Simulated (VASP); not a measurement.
A run of VASP 6.6.1 is set up as follows.

INCAR

```
SYSTEM = Al2O3
  PREC = Accurate
  ENCUT = 600
  EDIFF = 1E-6
  ISMEAR = 0
  SIGMA = 0.02
  LREAL = Auto
  LASPH = .TRUE.
  NELM = 120
  ALGO = Normal
  ISIF = 2
  LWAVE = .FALSE.
  LCHARG = .TRUE.
  GGA = PE
  LELF = .TRUE.
  LVHAR = .TRUE.
  NBANDS = 122
  GGA_COMPAT = .FALSE.
```

File KPOINTS:

```
Automatic mesh
0
Gamma
  2 2 2
  0.5 0.5 0.5
```

Contents of POSCAR:

```
Al2O3
1.0
    4.8085977694      2.7762452166     -4.3749119519
    0.0000000000     -5.5524904332     -4.3749119519
   -4.8085977694      2.7762452166     -4.3749119519
Al O
16 24
Direct
    0.8530035813      0.3523480286      0.3506359293
    0.3532029516      0.3522432211      0.8506633447
    0.3529604879      0.8523393371      0.3506486534
    0.8530736900      0.8521712216      0.8506358915
    0.6488813779      0.1479220860      0.1463027031
    0.1487305497      0.1481798431      0.6464230265
    0.1489087945      0.6479191408      0.1462857771
    0.6487384320      0.6481566870      0.6462725554
    0.3529322762      0.8523613347      0.8506153105
    0.8530835046      0.8521230507      0.3505475466
    0.8529929029      0.3523737749      0.8505791079
    0.3531005847      0.3521131965      0.3506044017
    0.1488691678      0.6478624640      0.6463156144
    0.6485933589      0.6481142872      0.1462448387
    0.6488577401      0.1479334572      0.6463503943
    0.1486404750      0.1480681828      0.1462589855
    0.5977249126      0.7501115158      0.9014139792
    0.0978234999      0.7499222758      0.4014712580
    0.0977771567      0.2501348791      0.9014780436
    0.5976867728      0.2501652027      0.4015667817
    0.5977046184      0.9031598737      0.2483531376
    0.0978304454      0.9032102145      0.7484706625
    0.0978208025      0.4030403583      0.2482430519
    0.5978159697      0.4032674388      0.7484323677
    0.4040594223      0.0970717975      0.7484050426
    0.9038251135      0.0968738458      0.2484001980
    0.9040178354      0.5970000155      0.7484000008
    0.4039984128      0.5969698412      0.2483024245
    0.2508142562      0.9032169383      0.0952960356
    0.7508258450      0.9030945523      0.5951883578
    0.7508873918      0.4032030431      0.0953018382
    0.2507753390      0.4031289231      0.5952890121
    0.7509497109      0.0969809224      0.9014152015
    0.2507604092      0.0970170041      0.4015773764
    0.2509032133      0.5969391543      0.9014591674
    0.7509386138      0.5969977691      0.4015315243
    0.4040937318      0.2499361265      0.0953374199
    0.9039267797      0.2501259251      0.5952673692
    0.9039940390      0.7500588048      0.0953898897
    0.4039394655      0.7500579826      0.5952274347
```

Potentials or basis: VASP PAW PBE potentials, release 64 (Al, O).

Run with:

```bash
$ cat potpaw_PBE.64/Al/POTCAR potpaw_PBE.64/O/POTCAR > POTCAR
$ mpirun -np 1 vasp_std > vasp.out
```

**Question.** What does it give for the band gap on the k mesh?

**Answer.** 6.95 eV.

**Question.** Estimate the largest force.

**Answer.** 0.022 eV/Å.

**Question.** Estimate the pressure.

**Answer.** -0.5 GPa.

Forces in eV/Å, atoms in the order of the input:
```
Al   0.007 -0.002  0.013
Al   0.001 -0.001  0.009
Al   0.006 -0.003  0.009
Al   0.010 -0.003 -0.001
Al  -0.001 -0.002  0.004
Al   0.007  0.008  0.016
Al  -0.007 -0.003  0.009
Al   0.003  0.010  0.013
Al   0.010 -0.002  0.006
Al   0.002  0.000  0.003
Al   0.001  0.002  0.005
Al   0.001 -0.011  0.005
Al  -0.001 -0.011  0.004
Al   0.010  0.019  0.000
Al   0.006 -0.007  0.008
Al   0.000  0.012  0.003
O    0.002  0.002 -0.009
O    0.001 -0.001 -0.009
O    0.003  0.002 -0.002
O    0.013  0.015 -0.007
O    0.002  0.004 -0.002
O    0.003 -0.002  0.002
O   -0.005 -0.002 -0.009
O    0.003  0.002 -0.001
O   -0.009  0.000  0.004
O    0.006 -0.010 -0.014
O   -0.004 -0.008 -0.007
O   -0.012 -0.001  0.004
O   -0.007  0.005 -0.005
O   -0.009  0.003 -0.017
O   -0.009  0.001 -0.005
O    0.002  0.005 -0.009
O   -0.004 -0.001 -0.003
O    0.004 -0.002 -0.001
O   -0.001 -0.005 -0.008
O   -0.003 -0.010  0.002
O   -0.010 -0.009  0.000
O   -0.007  0.006 -0.005
O    0.000 -0.003  0.006
O   -0.011  0.003 -0.008
```

Caveat: a shifted mesh leaves out Γ, where band edges can lie. A k mesh can miss the band edges.
